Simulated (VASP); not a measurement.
Set up this calculation in VASP 6.6.1, as the native input.

- Task: single point
- Functional: PBE
- Dispersion: D3(BJ)
- Potentials or basis: VASP PAW PBE potentials, release 64 (C)
- Cutoff: 520 eV
- k mesh: 15 × 15 × 15
- Occupations: gaussian, width 0.05 eV
- Spin: no spin polarisation
- Dipole correction: no
- Further INCAR settings: ALGO = Normal; EDIFF = 1e-06; NBANDS = 11

The structure of C lies in POSCAR:

```
C
1.0
    1.2016689031      0.6937838646      3.2769132065
   -1.2016689031      0.6937838646      3.2769132065
    0.0000000000     -1.3875677293      3.2769132064
C
2
Direct
    0.1571736412      0.1571736412      0.1571736412
    0.8428263588      0.8428263588      0.8428263588
```

This cell differs from its parent crystal: atoms displaced along a vibrational mode, the cell strained.

One way to write it, as run:

INCAR

```
SYSTEM = C
ALGO = Normal
EDIFF = 1E-6
ENCUT = 520
GGA = PE
ISIF = 2
ISMEAR = 0
IVDW = 12
LASPH = .True.
LCHARG = .False.
LREAL = .False.
LWAVE = .False.
NBANDS = 11
NELM = 80
PREC = Accurate
SIGMA = 0.05
```

KPOINTS

```
k-points
0
Gamma
  15 15 15
  0 0 0
```

Potentials or basis: VASP PAW PBE potentials, release 64 (C).

The run is started by

```console
$ cat potpaw_PBE.64/C/POTCAR > POTCAR
$ mpirun -np 1 vasp_std > vasp.out
```

Results of the run:

```
Pressure                   : 23.4 GPa
Largest force              : 2.999 eV/Å
Dispersion energy per atom : -0.159 eV
```

Caveat: the cell differs from its parent crystal (atoms displaced along a vibrational mode, the cell strained); the stress differs along the axes, from -5 to 38 GPa; forces of over 1 eV/Å act on the atoms, so gaps and moduli don't describe the material at rest.

Run time: 2.3 min on 1 thread of Intel Xeon 8259CL (shared host), peak memory 0.2 GiB.
